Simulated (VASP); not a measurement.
# FeSi (rocksalt type) (Fm-3m) in VASP: relaxation of cell and atoms with PBEsol

Aim: the relaxation of cell and atoms of FeSi (rocksalt type) with PBEsol.

Everything below comes from runs of VASP 6.6.1. Logs are shortened: lines on timing, memory, paths and dates and some standing lists are left out, and cuts for length are marked.

**1. The cell of the first run**

Symmetry: Fm-3m, No. 225, cubic system. The conventional cell has a = 3.715 Å, b = 3.715 Å, c = 3.715 Å, α = 90.00°, β = 90.00°, γ = 90.00°. Within 2.5 Å of Fe (site symmetry m-3m) lie 6 Si at 1.86 Å. Si (site symmetry m-3m) has 6 Fe at 1.86 Å within 2.5 Å.

**2. Relaxation of cell and atoms, PBEsol, collinear spin, ferromagnetic start, target pressure 420 GPa, at which the enthalpy is minimised**

Input file INCAR:

```
SYSTEM = FeSi
PREC = Accurate
ENCUT = 600
EDIFF = 1E-7
ISMEAR = -1
SIGMA = 0.05
LREAL = .FALSE.
LASPH = .TRUE.
NELM = 150
ALGO = Normal
ISIF = 3
LWAVE = .FALSE.
LCHARG = .FALSE.
ISPIN = 2
MAGMOM = 2.5 0
LORBIT = 11
LMAXMIX = 4
GGA = PS
IBRION = 2
NSW = 60
EDIFFG = -0.005
PSTRESS = 4200.0
```

Input file KPOINTS:

```
regular mesh
0
G
  18 18 18
  0 0 0
```

Input file POSCAR:

```
FeSi
1.0
    0.0000000000      1.8575937899      1.8575937899
    1.8575937899      0.0000000000      1.8575937899
    1.8575937899      1.8575937899      0.0000000000
Fe Si
1 1
Direct
    0.0000000000      0.0000000000      0.0000000000
    0.5000000000      0.5000000000      0.5000000000
```

Potentials or basis: VASP PAW PBE potentials, release 64 (Fe, Si).

Launch:

```sh
$ cat potpaw_PBE.64/Fe/POTCAR potpaw_PBE.64/Si/POTCAR > POTCAR
$ mpirun -np 1 vasp_std > vasp.out
```

OUTCAR:

```text
SYSTEM = FeSi
   PREC = Accurate
   ENCUT = 600
   EDIFF = 1E-7
   ISMEAR = -1
   LREAL = .FALSE.
   LASPH = .TRUE.
   NELM = 150
   ISIF = 3
   ISPIN = 2
   LORBIT = 11
   GGA = PS
   IBRION = 2
   NSW = 60
   EDIFFG = -0.005
   PSTRESS = 4200.0

 ion  position               nearest neighbor table
   1  0.000  0.000  0.000-   2 1.86   2 1.86   2 1.86   2 1.86   2 1.86   2 1.86
   2  0.500  0.500  0.500-   1 1.86   1 1.86   1 1.86   1 1.86   1 1.86   1 1.86

  LATTYP: Found a face centered cubic cell.
 ALAT       =     3.7151875798

  Lattice vectors:

 A1 = (   0.0000000000,   1.8575937899,   1.8575937899)
 A2 = (   1.8575937899,   0.0000000000,   1.8575937899)
 A3 = (   1.8575937899,   1.8575937899,   0.0000000000)

Analysis of symmetry for initial positions (statically):
=====================================================================
 Subroutine PRICEL returns:
 Original cell was already a primitive cell.

 Routine SETGRP: Setting up the symmetry group for a
 face centered cubic supercell.

 Subroutine GETGRP returns: Found 48 space group operations
 (whereof 48 operations were pure point group operations)
 out of a pool of 48 trial point group operations.

The static configuration has the point symmetry O_h .

Analysis of symmetry for dynamics (positions and initial velocities):
=====================================================================
 Subroutine PRICEL returns:
 Original cell was already a primitive cell.

 Routine SETGRP: Setting up the symmetry group for a
 face centered cubic supercell.

 Subroutine GETGRP returns: Found 48 space group operations
 (whereof 48 operations were pure point group operations)
 out of a pool of 48 trial point group operations.

The dynamic configuration has the point symmetry O_h .

Analysis of structural, dynamic, and magnetic symmetry:
=====================================================================
 Subroutine PRICEL returns:
 Original cell was already a primitive cell.

 Routine SETGRP: Setting up the symmetry group for a
 face centered cubic supercell.

 Subroutine GETGRP returns: Found 48 space group operations
 (whereof 48 operations were pure point group operations)
 out of a pool of 48 trial point group operations.

The overall configuration has the point symmetry O_h .

 Subroutine INISYM returns: Found 48 space group operations
 (whereof 48 operations are pure point group operations),
 and found     1 'primitive' translations

----------------------------------------------------------------------------------------

                                     Primitive cell
[... 116 lines left out ...]
   GGA     = PS    functional components
   LHFCALC =     F    Hartree Fock is set to
   AEXX    =    0.0000 exact exchange contribution
   IVDW    =     0    specifies the selected vdW correction
   LEPSILON=     F    determine dielectric tensor
   LRPA    =     F    only Hartree local field effects (RPA)
 conjugate gradient relaxation of ions
 spin polarized calculation
  energy-cutoff  :      600.00
  volume of cell :       12.82
 maximum number of plane-waves:       444
 NGX is ok and might be reduce to    24
   NGX = 11   NGY = 11   NGZ = 11

--------------------------------------- Ionic step        1  -------------------------------------------

 number of electron      11.9999999 magnetization       0.0002299

 number of electron      11.9999999 magnetization      -0.0000180

 Free energy of the ion-electron system (eV)
  ---------------------------------------------------
  ext. energy  EPLUGINS =         0.00000000
  ---------------------------------------------------
  free energy    TOTEN  =        -4.99269424 eV

  energy without entropy =       -4.98973233  energy(sigma->0) =       -4.99121328

------------------------ aborting loop because EDIFF is reached ----------------------------------------

  FORCE on cell =-STRESS in cart. coord.  units (eV):
  Direction    XX          YY          ZZ          XY          YZ          ZX
  --------------------------------------------------------------------------------------
  -------------------------------------------------------------------------------------
  Total       35.5868973     35.5868973     35.5868973      0.0000000      0.0000000      0.0000000
  in kB     4447.5256359   4447.5256359   4447.5256359      0.0000000      0.0000000      0.0000000
  external PRESSURE =     247.5256359 kB  Pullay stress =    4200.0000000 kB
[... 107 lines left out ...]
 number of electron      12.0000000 magnetization      -0.0000001

 number of electron      12.0000000 magnetization       0.0000000

 Free energy of the ion-electron system (eV)
  ---------------------------------------------------
  ext. energy  EPLUGINS =         0.00000000
  ---------------------------------------------------
  free energy    TOTEN  =        -5.55133282 eV

  energy without entropy =       -5.54829848  energy(sigma->0) =       -5.54981565

 E-fermi :  18.9961     XC(G=0): -15.6303

 val. band max:       18.9468214800   @ k =  -0.4444   0.4444   0.0000
 cond. band min:      19.0315663578   @ k =  -0.3333   0.4444   0.1667
 fundamental gap:      0.0847448778
 Fermi energy:        18.9960624482

 spin component 1

 k-point     1 :       0.0000    0.0000    0.0000
  band No.  band energies     occupation
      1       0.8209      1.00000
      2      13.6216      1.00000
      3      13.6216      1.00000
      4      13.6216      1.00000
      5      14.5678      1.00000
      6      14.5678      1.00000
      7      28.1133      0.00000
      8      28.1133      0.00000
      9      28.1133      0.00000
     10      30.6690      0.00000
     11      34.6080      0.00000
[... 310 lines left out ...]
  band No.  band energies     occupation
      1       2.8563      1.00000
      2      11.8522      1.00000
      3      13.3289      1.00000
      4      13.4315      1.00000
      5      15.0536      1.00000
      6      15.5715      1.00000
      7      24.1110      0.00000
      8      27.8923      0.00000
      9      30.0218      0.00000
     10      30.4916      0.00000
     11      33.3695      0.00000

 [... further k-points ...]

 spin component 2

 k-point     1 :       0.0000    0.0000    0.0000
  band No.  band energies     occupation
      1       0.8209      1.00000
      2      13.6216      1.00000
      3      13.6216      1.00000
      4      13.6216      1.00000
      5      14.5678      1.00000
      6      14.5678      1.00000
      7      28.1133      0.00000
      8      28.1133      0.00000
      9      28.1133      0.00000
     10      30.6690      0.00000
     11      34.6080      0.00000
[... 355 lines left out ...]
  energy  without entropy=       -5.5482984834  energy(sigma->0) =       -5.54981565

  enthalpy is  TOTEN    =        28.5978366158 eV   P V=       34.1491694399

 reached required accuracy - stopping structural energy minimisation

 total charge

# of ion       s       p       d       tot
------------------------------------------
    1        0.726   1.190   8.214  10.131
    2        0.943   1.399   0.000   2.342
--------------------------------------------------
tot          1.669   2.589   8.214  12.473

 magnetization (x)

# of ion       s       p       d       tot
------------------------------------------
    1       -0.000  -0.000  -0.000  -0.000
    2        0.000  -0.000   0.000  -0.000
--------------------------------------------------
tot         -0.000  -0.000  -0.000  -0.000
```

CONTCAR:

```text
FeSi
   1.00000000000000
     0.0000000000000000    1.8675424426943381    1.8675424426943381
     1.8675424426943381    0.0000000000000000    1.8675424426943381
     1.8675424426943381    1.8675424426943381    0.0000000000000000
  Fe              Si
     1     1
Direct
     0.0000000000000000    0.0000000000000000    0.0000000000000000
     0.5000000000000000    0.5000000000000000    0.5000000000000000

  0.00000000E+00  0.00000000E+00  0.00000000E+00
  0.00000000E+00  0.00000000E+00  0.00000000E+00
```

It took 1.7 min on 1 thread of AMD EPYC 9R45 (Zen 5), shared host; peak memory 0.18 GiB.

Results:

- Free energy: -5.5513 eV
- Relaxed volume: 6.51 Å³/atom
- Relaxed cell: a = 2.641 Å, b = 2.641 Å, c = 2.641 Å, α = 60.00°, β = 60.00°, γ = 60.00°
- Space group after relaxing (to 0.1 Å): Fm-3m (No. 225)
- Energy change on relaxing (the run minimises the enthalpy): -279.3 meV/atom
- Ionic steps: 4
- Pressure after relaxing: 420.0 GPa
- Band gap on the k mesh: zero (filled and empty bands overlap)
- Net moment: 0.00 μB per cell

The path:
| step | energy change (eV) | largest force (eV/Å) | pressure (GPa) | volume (Å³) |
| --- | --- | --- | --- | --- |
| 1 | 0.0000 | 0.0000 | 444.75 | 12.82 |
| 2 | -4.1542 | 0.0000 | 262.84 | 14.75 |
| 3 | -0.5972 | 0.0000 | 418.28 | 13.04 |
| 4 | -0.5586 | 0.0000 | 419.98 | 13.03 |

Final structure:
```
CELL_PARAMETERS angstrom
0.00000 1.86754 1.86754
1.86754 0.00000 1.86754
1.86754 1.86754 0.00000
ATOMIC_POSITIONS crystal
Fe 0.00000 0.00000 0.00000
Si 0.50000 0.50000 0.50000
```

Levels at points of the mesh, in eV from the Fermi level:
Spin up:
```
           k point  band 4  band 5  band 6  band 7  band 8  band 9
(0.00, 0.00, 0.00)   -5.37   -4.43   -4.43    9.12    9.12    9.12
(0.50, 0.00, 0.00)   -6.37   -1.54   -1.54    1.22    8.75    8.75
(0.50, 0.50, 0.00)   -2.90   -0.81   -0.81    0.89    0.89    2.27
```
Spin down:
| k point | band 4 | band 5 | band 6 | band 7 | band 8 | band 9 |
| --- | --- | --- | --- | --- | --- | --- |
| (0.00, 0.00, 0.00) | -5.37 | -4.43 | -4.43 | 9.12 | 9.12 | 9.12 |
| (0.50, 0.00, 0.00) | -6.37 | -1.54 | -1.54 | 1.22 | 8.75 | 8.75 |
| (0.50, 0.50, 0.00) | -2.90 | -0.81 | -0.81 | 0.89 | 0.89 | 2.27 |

Caveat: the cell is relaxed towards a set pressure, so the run minimises the enthalpy, not the energy; the moments typed at the start vanished in this run; the PAW data sets were made with another functional, which shifts forces and pressure a little.

The gap in the log of VASP goes by the Fermi energy; the results here count the filled bands.